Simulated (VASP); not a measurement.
Set up this calculation in VASP 6.6.1, as the native input.

```yaml
Task: single point
Functional: PBE
Potentials_or_basis: VASP PAW PBE potentials, release 64 (Fe, Co, Ge_d)
Cutoff: 520 eV
k_mesh: 4 × 4 × 4
Occupations: gaussian, width 0.1 eV
Spin: collinear spin, ferromagnetic start
Starting_moments: "[4.0, 3.0, 3.0, 3.0, 0.0, 0.0, 0.0, 0.0] μB"
Dipole_correction: no
Further_INCAR_settings: ALGO = Normal; EDIFF = 1e-06; NBANDS = 60
```

The structure of FeCo3Ge4 lies in POSCAR:

```
FeCo3Ge4
1.0
    3.2872265417      1.8978811288      2.6794394396
   -3.2872265417      1.8978811288      2.6794394396
    0.0000000000     -3.7957622575      2.6794394396
Fe Co Ge
1 3 4
Direct
    0.8652331881      0.8652331881      0.8652331881
    0.1355919972      0.6313817871      0.3652293801
    0.3652293801      0.1355919972      0.6313817871
    0.6313817871      0.3652293801      0.1355919972
    0.8388276068      0.3401547019      0.6634750730
    0.6634750730      0.8388276068      0.3401547019
    0.3401547019      0.6634750730      0.8388276068
    0.1601062658      0.1601062658      0.1601062658
```

The input as run:

INCAR

```
SYSTEM = FeCo3Ge4
ALGO     = Normal         ! electronic algorithm
EDIFF    = 1E-6           ! SCF threshold, eV
ENCUT    = 520            ! plane-wave cutoff, eV
GGA      = PE             ! functional
ISIF     = 2              ! what is computed and relaxed
ISMEAR   = 0              ! smearing method
ISPIN    = 2              ! spin polarisation
LASPH    = .True.         ! aspherical terms in the spheres
LCHARG   = .False.        ! write CHGCAR
LMAXMIX  = 4              ! l up to which the mixer works
LORBIT   = 11             ! projections on sites
LREAL    = .False.        ! projectors in reciprocal space
LWAVE    = .False.        ! write WAVECAR
MAGMOM   = 4 3 3 3 0 0 0 0 ! initial moments
NBANDS   = 60             ! bands
NELM     = 150            ! most SCF steps
PREC     = Accurate       ! precision mode
SIGMA    = 0.1            ! smearing width, eV
```

KPOINTS

```
k-points
0
Gamma
  4 4 4
  0 0 0
```

Potentials or basis: VASP PAW PBE potentials, release 64 (Fe, Co, Ge_d).

Launch:

```sh
$ cat potpaw_PBE.64/Fe/POTCAR potpaw_PBE.64/Co/POTCAR potpaw_PBE.64/Ge_d/POTCAR > POTCAR
$ mpirun -np 1 vasp_std > vasp.out
```

It gave:

The pressure is 0.2 GPa and the largest force is 0.018 eV/Å. The net moment is 1.20 μB per cell, the site moments are Fe +0.91; Co +0.15; Ge -0.03, -0.02 μB and the valence electrons inside the program's atomic spheres are Fe 7.39; Co 8.37; Ge 12.46.

Caveat: the moment fell far below its start of 4 μB, so a state of higher moment may lie lower in energy.

Run time: 120 s on 1 thread of Intel(R) Xeon(R) Platinum 8559C (Emerald Rapids), on a shared host, peak memory 0.3 GiB.
